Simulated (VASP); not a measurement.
# H: relaxation of cell and atoms with r2SCAN

H:

```
H
1.0
    -1.69153    1.69153    2.05847
     1.69153   -1.69153    2.05847
     1.69153    1.69153   -2.05847
H
2
Direct
  0.09014 0.09014 0.00000
  0.90986 0.90986 0.00000
```

```
Program                : VASP 6.6.1
Task                   : relaxation of cell and atoms
Functional             : r2SCAN
Potentials or basis    : VASP PAW PBE potentials, release 64 (H_h)
Cutoff                 : 1350 eV
k mesh                 : 11 × 11 × 11
Occupations            : fermi-dirac, width 0.05 eV
Spin                   : no spin polarisation
Dipole correction      : no
Further INCAR settings : ALGO = Normal; EDIFF = 1e-07; IBRION = 2; EDIFFG = -0.01; NSW = 60; ISIF = 3
```

| Item | Value |
| --- | --- |
| Relaxed volume | 14.65 Å³/atom |
| Relaxed cell | a = 3.398 Å, b = 3.398 Å, c = 3.398 Å, α = 115.57°, β = 115.57°, γ = 97.86° |
| Space group after relaxing (to 0.1 Å) | I4/mmm (No. 139) |
| Energy gained by relaxing | 1.7 meV/atom |
| Ionic steps | 11 |
| Pressure after relaxing | 0.0 GPa |
| Band gap on the k mesh | 10.21 eV (least direct gap 10.75 eV) |

The path:
```csv
step,energy change (eV),largest force (eV/Å),pressure (GPa),volume (Å³)
1,0.0000,0.0055,0.20,23.56
2,-0.0001,0.0079,0.19,23.61
3,-0.0003,0.0151,0.17,23.76
4,-0.0006,0.0289,0.13,24.07
5,-0.0012,0.0545,0.06,24.69
6,-0.0021,0.0976,-0.05,25.96
7,-0.0030,0.1517,-0.18,28.63
8,-0.0030,0.1450,-0.17,28.66
9,-0.0031,0.1250,-0.14,28.75
10,-0.0033,0.0844,-0.09,28.93
11,-0.0034,0.0015,0.02,29.30
```

Final structure:
```xyz
2
Lattice="-1.8115 1.8115 2.2324 1.8115 -1.8115 2.2324 1.8115 1.8115 -2.2324" Properties=species:S:1:pos:R:3 pbc="T T T"
H     0.0000    0.0000    0.3710
H     0.0000    0.0000    4.0937
```

Levels at points of the mesh, in eV from the valence-band top:
| k point | band 1 | band 2 | band 3 | band 4 |
| --- | --- | --- | --- | --- |
| (0.00, 0.00, 0.00) | -1.57 | 13.64 | 16.94 | 22.73 |

It took 23 min on 1 thread of AMD EPYC 9R45 96-Core Processor (Zen 5), with other jobs on the host, peak memory 0.25 GiB.

Caveat: the volume moved by over 15 % at a fixed basis, so the end points are rough; the PAW data sets were made with another functional, which shifts forces and pressure a little. A k mesh can miss the band edges.
